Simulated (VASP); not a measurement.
# Si8HO16 (a cell with a defect) in VASP: further runs, part 2 of 2

VASP 6.6.1.

**4. Single point, PBE**

INCAR

```
SYSTEM = Si8HO16
ALGO     = Normal         ! electronic algorithm
EDIFF    = 1E-6           ! SCF threshold, eV
ENCUT    = 520            ! plane-wave cutoff, eV
GGA      = PE             ! functional
ISIF     = 2              ! what is computed and relaxed
ISMEAR   = 0              ! smearing method
LASPH    = .True.         ! aspherical terms in the spheres
LCHARG   = .False.        ! write CHGCAR
LREAL    = Auto         
LWAVE    = .False.        ! write WAVECAR
NBANDS   = 82             ! bands
NELECT   = 130.0        
NELM     = 80             ! most SCF steps
PREC     = Accurate       ! precision mode
SIGMA    = 0.02           ! smearing width, eV
```

KPOINTS

```
Automatic mesh
0
Gamma
  2 2 2
  0.5 0.5 0.5
```

POSCAR

```
Si8HO16
1.0
    5.0262973466     -5.0262973466      0.0000000000
   -5.0262973466     -5.0262973466      0.0000000000
    0.0000000000      0.0000000000     -7.3717411790
Si O H
8 16 1
Direct
   -0.0150384060      0.5178373503      0.4984498114
    0.5020807218      0.4910529222      0.0027616271
    0.4730177775      0.9721281220      0.5316147033
    0.0176274888      1.0007967402     -0.0034251067
    0.7476064866      0.2292539459      0.2644464792
    0.2451081611      0.2725735080      0.7330546297
    0.2591456315      0.7453293631      0.2445236419
    0.7507364248      0.7649755346      0.7610771816
    0.9113593335      0.3374014474      0.3836468117
    0.4245081126      0.3395636753      0.8556528026
    0.4369208283      0.8161142720      0.3592288356
    0.9363659122      0.8257634226      0.8776229174
    0.8544091612      0.0836664588      0.1265501565
    0.3161104269      0.1487088703      0.5657120752
    0.3216724735      0.5680341419      0.1168984340
    0.8085723386      0.6096499647      0.6072953311
    0.6527297877      0.3924934925      0.1364301833
    0.1395873446      0.4566660788      0.6497129896
    0.1897734921      0.9204425606      0.1180962515
    0.6698998821      0.9500215906      0.6626075009
    0.5979424401      0.1229349275      0.3842880442
    0.0944974933      0.1671121786      0.8657037523
    0.0780243334      0.6744594015      0.3639880911
    0.6039543208      0.6657604533      0.9011100415
    0.3622235961      0.8452266563      0.6612367257
```

Potentials or basis: VASP PAW PBE potentials, release 64 (Si, O, H).

Launch:

```sh
$ cat potpaw_PBE.64/Si/POTCAR potpaw_PBE.64/O/POTCAR potpaw_PBE.64/H/POTCAR > POTCAR
$ mpirun -np 1 vasp_std > vasp.out
```

OUTCAR:

```text
SYSTEM = Si8HO16
   EDIFF = 1E-6
   ENCUT = 520
   GGA = PE
   ISIF = 2
   ISMEAR = 0
   LASPH = .True.
   LREAL = Auto
   NELECT = 130.0
   NELM = 80
   PREC = Accurate

 ion  position               nearest neighbor table
   1  0.985  0.518  0.498-   9 1.62  18 1.62  16 1.63  23 1.63   6 3.07   8 3.10
   2  0.502  0.491  0.003-  17 1.62  24 1.62  10 1.62  15 1.63   7 3.07   6 3.11
   3  0.473  0.972  0.532-  25 1.53  14 1.70  11 1.71  20 1.71  21 1.77   8 2.99   7 3.06   6 3.06

   4  0.018  0.001  0.997-  13 1.62  19 1.62  22 1.62  12 1.63   8 3.07   7 3.10
   5  0.748  0.229  0.264-  21 1.58  13 1.64  17 1.64   9 1.65
   6  0.245  0.273  0.733-  14 1.60  18 1.63  22 1.63  10 1.63   3 3.06   1 3.07   2 3.11
   7  0.259  0.745  0.245-  11 1.60  19 1.63  15 1.63  23 1.64   3 3.06   2 3.07   4 3.10
   8  0.751  0.765  0.761-  20 1.61  24 1.63  12 1.63  16 1.63   3 2.99   4 3.07   1 3.10
   9  0.911  0.337  0.384-   1 1.62   5 1.65
  10  0.425  0.340  0.856-   2 1.62   6 1.63
  11  0.437  0.816  0.359-   7 1.60   3 1.71
  12  0.936  0.826  0.878-   4 1.63   8 1.63
  13  0.854  0.084  0.127-   4 1.62   5 1.64
  14  0.316  0.149  0.566-   6 1.60   3 1.70
[... 8 lines left out ...]
  23  0.078  0.674  0.364-   1 1.63   7 1.64
  24  0.604  0.666  0.901-   2 1.62   8 1.63
  25  0.362  0.845  0.661-   3 1.53

  LATTYP: Found a simple tetragonal cell.
 ALAT       =     7.1082578761
 C/A-ratio  =     1.0370672122

  Lattice vectors:

 A1 = (   5.0262973466,  -5.0262973466,   0.0000000000)
 A2 = (  -5.0262973466,  -5.0262973466,   0.0000000000)
 A3 = (   0.0000000000,   0.0000000000,  -7.3717411790)

Analysis of symmetry for initial positions (statically):
=====================================================================
 Subroutine PRICEL returns:
 Original cell was already a primitive cell.

 Routine SETGRP: Setting up the symmetry group for a
 simple tetragonal supercell.

 Subroutine GETGRP returns: Found  1 space group operations
 (whereof  1 operations were pure point group operations)
 out of a pool of 16 trial point group operations.
[... 165 lines left out ...]
   GGA     = PE    functional components
   LHFCALC =     F    Hartree Fock is set to
   AEXX    =    0.0000 exact exchange contribution
   IVDW    =     0    specifies the selected vdW correction
   LEPSILON=     F    determine dielectric tensor
   LRPA    =     F    only Hartree local field effects (RPA)
 non-spin polarized calculation
 Gauss-broadening in eV      SIGMA  =   0.02
  energy-cutoff  :      520.00
  volume of cell :      372.47
 maximum number of plane-waves:     10023
 NGX is ok and might be reduce to    54
   NGX = 27   NGY = 27   NGZ = 27

 number of electron     129.9999997 magnetization

 Free energy of the ion-electron system (eV)
  ---------------------------------------------------
  ext. energy  EPLUGINS =         0.00000000
  ---------------------------------------------------
  free energy    TOTEN  =      -188.66055465 eV

  energy without entropy =     -188.66055465  energy(sigma->0) =     -188.66055465

 E-fermi :   1.3717     XC(G=0):  -8.1623

 val. band max:        1.2005527604   @ k =   0.2500  -0.2500   0.2500
 cond. band min:       6.0968299679   @ k =   0.2500  -0.2500   0.2500
 fundamental gap:      4.8962772075
 Fermi energy:         1.3717063056

 k-point     1 :       0.2500    0.2500    0.2500
  band No.  band energies     occupation
      1     -19.5518      2.00000
      2     -19.2331      2.00000
      3     -19.1785      2.00000
      4     -18.8857      2.00000
      5     -18.4923      2.00000
      6     -18.4274      2.00000
[... 309 lines left out ...]
     76       8.9585      0.00000
     77       9.0699      0.00000
 [bands above 77 left out]

------------------------ aborting loop because EDIFF is reached ----------------------------------------

  FORCE on cell =-STRESS in cart. coord.  units (eV):
  Direction    XX          YY          ZZ          XY          YZ          ZX
  --------------------------------------------------------------------------------------
  -------------------------------------------------------------------------------------
  Total       11.3717702      5.6919550      7.3013951     -0.3534513      1.1941376     -0.3935955
  in kB       48.9150193     24.4836189     31.4065333     -1.5203507      5.1365147     -1.6930286
  external PRESSURE =      34.9350572 kB  Pullay stress =       0.0000000 kB

 VOLUME and BASIS-vectors are now :
 -----------------------------------------------------------------------------
  energy-cutoff  :      520.00
  volume of cell :      372.47
      direct lattice vectors                 reciprocal lattice vectors
     5.026297347 -5.026297347  0.000000000     0.099476805 -0.099476805  0.000000000
    -5.026297347 -5.026297347  0.000000000    -0.099476805 -0.099476805  0.000000000
     0.000000000  0.000000000 -7.371741179     0.000000000  0.000000000 -0.135653162

 POSITION                                       TOTAL-FORCE (eV/Angst)
 -----------------------------------------------------------------------------------
      2.34791     -7.55351     -3.67444        -0.008892      0.003468      0.010280
      0.05543     -4.99178     -0.02036         0.012139     -0.008279     -0.004069
     -2.50868     -7.26373     -3.91893        -0.008191     -0.031161      0.039873
      0.08460     -0.09261     -7.34649        -0.009462     -0.010006      0.002688
      2.60539     -4.90999     -1.94943         0.015095     -0.024590      0.015030
     -0.13805     -2.60202     -5.40389        -0.025680     -0.008571     -0.024186
[... 17 lines left out ...]
     -0.31066     -6.38196     -6.64275         0.004540     -0.001417      0.005235
     -2.42772     -6.06900     -4.87447         0.001704      0.004573     -0.006340
 -----------------------------------------------------------------------------------
    total drift:                               -0.017138     -0.004224      0.001630

  FREE ENERGIE OF THE ION-ELECTRON SYSTEM (eV)
  ---------------------------------------------------
  free  energy   TOTEN  =      -188.6605546472 eV

  energy  without entropy=     -188.6605546472  energy(sigma->0) =     -188.66055465
```

OSZICAR:

```text
N       E                     dE             d eps       ncg     rms          rms(c)
DAV:   1     0.913519417446E+03    0.91352E+03   -0.66292E+04   656   0.143E+03
DAV:   2    -0.135068187662E+03   -0.10486E+04   -0.10221E+04   826   0.335E+02
DAV:   3    -0.214612649751E+03   -0.79544E+02   -0.79207E+02   784   0.100E+02
DAV:   4    -0.215924301267E+03   -0.13117E+01   -0.13079E+01   792   0.138E+01
DAV:   5    -0.215955667307E+03   -0.31366E-01   -0.31334E-01   776   0.202E+00    0.407E+01
DAV:   6    -0.188824180927E+03    0.27131E+02   -0.11531E+02   768   0.359E+01    0.189E+01
DAV:   7    -0.188721404923E+03    0.10278E+00   -0.33128E+00   840   0.589E+00    0.718E+00
DAV:   8    -0.188632393216E+03    0.89012E-01   -0.29160E-01   752   0.223E+00    0.272E+00
DAV:   9    -0.188650482193E+03   -0.18089E-01   -0.10691E-01   800   0.156E+00    0.494E-01
DAV:  10    -0.188658676831E+03   -0.81946E-02   -0.19724E-02   744   0.551E-01    0.318E-01
DAV:  11    -0.188659778827E+03   -0.11020E-02   -0.31385E-03   776   0.247E-01    0.137E-01
DAV:  12    -0.188660496900E+03   -0.71807E-03   -0.91326E-04   736   0.124E-01    0.336E-02
DAV:  13    -0.188660546926E+03   -0.50026E-04   -0.18492E-04   840   0.726E-02    0.237E-02
DAV:  14    -0.188660552985E+03   -0.60594E-05   -0.28119E-05   768   0.213E-02    0.149E-02
DAV:  15    -0.188660554184E+03   -0.11991E-05   -0.14990E-05   752   0.145E-02    0.479E-03
DAV:  16    -0.188660554647E+03   -0.46321E-06   -0.80534E-07   528   0.472E-03
   1 F= -.18866055E+03 E0= -.18866055E+03  d E =-.551518E-34
```

Wall time 4.6 min (1 thread of AMD EPYC 7R43 (Zen 3), shared host); peak memory 0.37 GiB.

Results:

| Item | Value |
| --- | --- |
| Free energy | -188.6606 eV |
| Largest force | 0.064 eV/Å |

Forces in eV/Å, atoms in the order of the input:
```
Si  -0.009  0.003  0.010
Si   0.012 -0.008 -0.004
Si  -0.008 -0.031  0.040
Si  -0.009 -0.010  0.003
Si   0.015 -0.025  0.015
Si  -0.026 -0.009 -0.024
Si  -0.016  0.021  0.016
Si   0.030  0.019 -0.020
O   -0.004  0.008  0.009
O   -0.006  0.007  0.002
O    0.015 -0.027 -0.030
O    0.001  0.001  0.004
O   -0.006 -0.007 -0.004
O    0.031  0.012  0.025
O   -0.010  0.001 -0.002
O   -0.002 -0.001 -0.007
O    0.010  0.008 -0.008
O   -0.001 -0.004  0.003
O    0.003  0.004 -0.006
O   -0.034 -0.010  0.014
O   -0.003  0.052 -0.038
O    0.006 -0.009  0.003
O    0.005  0.000  0.000
O    0.005 -0.001  0.005
H    0.002  0.005 -0.006
```

Levels at points of the mesh, in eV from the Fermi level:
```csv
k point,band 61,band 62,band 63,band 64,band 65,band 66,band 67,band 68,band 69,band 70
"(0.25, 0.25, 0.25)",-2.17,-2.08,-1.38,-1.24,-0.17,4.75,6.04,6.18,6.40,7.06
```

Caveat: the cell carries a net charge on a neutralising background, which shifts energy and pressure; the cell is charged against a uniform background, so pressure and absolute levels hang on convention.
